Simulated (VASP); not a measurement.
Wanted: the native input for a VASP 6.6.1 run.

- Task: single point
- Functional: PBEsol
- Potentials or basis: VASP PAW PBE potentials, release 64 (Si, O)
- Cutoff: 520 eV
- k mesh: 6 × 6 × 10
- Occupations: fermi-dirac, width 0.05 eV
- Spin: no spin polarisation
- Dipole correction: no
- Further INCAR settings: ALGO = Normal; EDIFF = 1e-06; NBANDS = 25

The structure of SiO2 lies in POSCAR:

```
SiO2
1.0
    4.3161933919      0.0000000000      0.0000000000
    0.0000000000      4.3161933919      0.0000000000
    0.0000000000      0.0000000000      2.7463220391
Si O
2 4
Direct
    0.0000000000      0.0000000000      0.0000000000
    0.5000000000      0.5000000000      0.5000000000
    0.8068390000      0.1931610000      0.5000000000
    0.3068390000      0.3068390000      0.0000000000
    0.1931610000      0.8068390000      0.5000000000
    0.6931610000      0.6931610000      0.0000000000
```

One way to write it, as run:

INCAR

```
PREC = Accurate ; ENCUT = 520
EDIFF = 1E-6 ; ISMEAR = -1
SIGMA = 0.05 ; LREAL = False
LASPH = True ; NELM = 100
ALGO = Normal ; ISIF = 2
LWAVE = False ; LCHARG = True
GGA = PS ; LELF = True
LVHAR = True ; NBANDS = 25
```

KPOINTS

```
Automatic mesh
0
Gamma
  6 6 10
```

Potentials or basis: VASP PAW PBE potentials, release 64 (Si, O).

Launch:

```sh
$ cat potpaw_PBE.64/Si/POTCAR potpaw_PBE.64/O/POTCAR > POTCAR
$ mpirun -np 1 vasp_std > vasp.out
```

It gave:

```
Pressure               : -21.0 GPa
Largest force          : 0.377 eV/Å
Band gap on the k mesh : 4.02 eV
```

Caveat: the cell stands under tension; the PAW data sets were made with another functional, which shifts forces and pressure a little.

It took 66 s on 1 thread of Intel Xeon 8259CL, with other jobs on the host, peak memory 0.19 GiB.
